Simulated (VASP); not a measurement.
Write the native input for VASP 6.6.1 that does the following.

```
Task                   : single point
Functional             : PBE
Potentials or basis    : VASP PAW PBE potentials, release 64 (Ir)
Cutoff                 : 520 eV
k mesh                 : 9 × 9 × 8
Occupations            : gaussian, width 0.1 eV
Spin                   : no spin polarisation
Dipole correction      : no
Further INCAR settings : ALGO = Normal; EDIFF = 1e-06; NBANDS = 10
```

The structure of Ir lies in POSCAR:

```
Ir
1.0
    2.6533808752      0.0000000000      0.0000000000
   -1.3266904376      2.2978952438      0.0000000000
    0.0000000000      0.0000000000      2.5995200234
Ir
1
Direct
    0.0000000000      0.0000000000      0.0000000000
```

The input as run:

INCAR

```
PREC = Accurate
ENCUT = 520
EDIFF = 1E-6
ISMEAR = 0
SIGMA = 0.1
LREAL = False
LASPH = True
NELM = 80
ALGO = Normal
ISIF = 2
LWAVE = False
LCHARG = True
GGA = PE
LELF = True
LVHAR = True
NBANDS = 10
```

KPOINTS

```
Automatic mesh
0
Gamma
  9 9 8
```

Potentials or basis: VASP PAW PBE potentials, release 64 (Ir).

The run is started by

```console
$ cat potpaw_PBE.64/Ir/POTCAR > POTCAR
$ mpirun -np 1 vasp_std > vasp.out
```

It gave:

| Quantity | Value |
| --- | --- |
| Pressure | 0.2 GPa |

It took 4.9 s on 1 thread of Intel(R) Xeon(R) Platinum 8488C (Sapphire Rapids), with other jobs on the host, peak memory 0.13 GiB.
